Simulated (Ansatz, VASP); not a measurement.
## Al2O3: VASP beside Ansatz

File INCAR:

```
  ALGO = Normal
  EDIFF = 1E-6
  ENCUT = 520
  GGA = PS
  ISIF = 2
  ISMEAR = 0
  LASPH = True
  LCHARG = False
  LREAL = False
  LWAVE = False
  NBANDS = 35
  NELM = 80
  PREC = Accurate
  SIGMA = 0.05
```

Contents of KPOINTS:

```
k-points
0
Gamma
  6 6 6
```

File POSCAR:

```
Al2O3
1.0
    2.2985660950      1.3270777537      4.1776271598
   -2.2985660950      1.3270777537      4.1776271598
    0.0000000000     -2.6541555074      4.1776271598
Al O
4 6
Direct
    0.8520350473      0.8520350473      0.8520350473
    0.6479649527      0.6479649527      0.6479649527
    0.1479649527      0.1479649527      0.1479649527
    0.3520350473      0.3520350473      0.3520350473
    0.0558571577      0.4441428423      0.7500000000
    0.7500000000      0.0558571577      0.4441428423
    0.4441428423      0.7500000000      0.0558571577
    0.9441428423      0.5558571577      0.2500000000
    0.2500000000      0.9441428423      0.5558571577
    0.5558571577      0.2500000000      0.9441428423
```

Input for Ansatz:

```yaml
crystal:
  lattice:
    - [2.298566095, 1.3270777537, 4.1776271598]
    - [-2.298566095, 1.3270777537, 4.1776271598]
    - [0.0, -2.6541555074, 4.1776271598]
  atoms:
    - { symbol: Al, position: [0.8520350473, 0.8520350473, 0.8520350473] }
    - { symbol: Al, position: [0.6479649527, 0.6479649527, 0.6479649527] }
    - { symbol: Al, position: [0.1479649527, 0.1479649527, 0.1479649527] }
    - { symbol: Al, position: [0.3520350473, 0.3520350473, 0.3520350473] }
    - { symbol: O, position: [0.0558571577, 0.4441428423, 0.75] }
    - { symbol: O, position: [0.75, 0.0558571577, 0.4441428423] }
    - { symbol: O, position: [0.4441428423, 0.75, 0.0558571577] }
    - { symbol: O, position: [0.9441428423, 0.5558571577, 0.25] }
    - { symbol: O, position: [0.25, 0.9441428423, 0.5558571577] }
    - { symbol: O, position: [0.5558571577, 0.25, 0.9441428423] }
basis:
  ecutwfc: 520.0
kpoints:
  mp_grid: { grid: [6, 6, 6] }
hamiltonian:
  xc: pbesol
  pseudopotentials: { kind: paw, azcp: { folder: soft_1 } }
scf:
  occupations: { method: gaussian, width: 0.05 }
output:
  forces: true
  stress: true
  eigenvalues: true
```

Alike in both runs: task single point; functional PBEsol; k mesh 6 × 6 × 6; occupations gaussian, width 0.05 eV; no spin polarisation.

```csv
,VASP,Ansatz
version,VASP 6.6.1,Ansatz 0.2.0
potentials or method,"VASP PAW PBE potentials, release 64 (Al, O), cutoff 520 eV","scalar-relativistic, plane waves, PAW"
valence electrons in the cell,48,48
```

VASP gave:

```
gap on the k mesh at the Fermi level (eV) : 7.49
least direct gap on the mesh (eV)         : 7.49
rms of the force components (eV/Å)        : 0.067
```

Task: What did Ansatz give for the same quantities?

Result: gap on the k mesh at the Fermi level (eV): 7.48; least direct gap on the mesh (eV): 7.48; rms of the force components (eV/Å): 0.069.

VASP's potentials were made for PBE, not for PBEsol, and Ansatz warns of the same on its side. Atom by atom the forces differ by 0.003 eV/Å (rms over components).
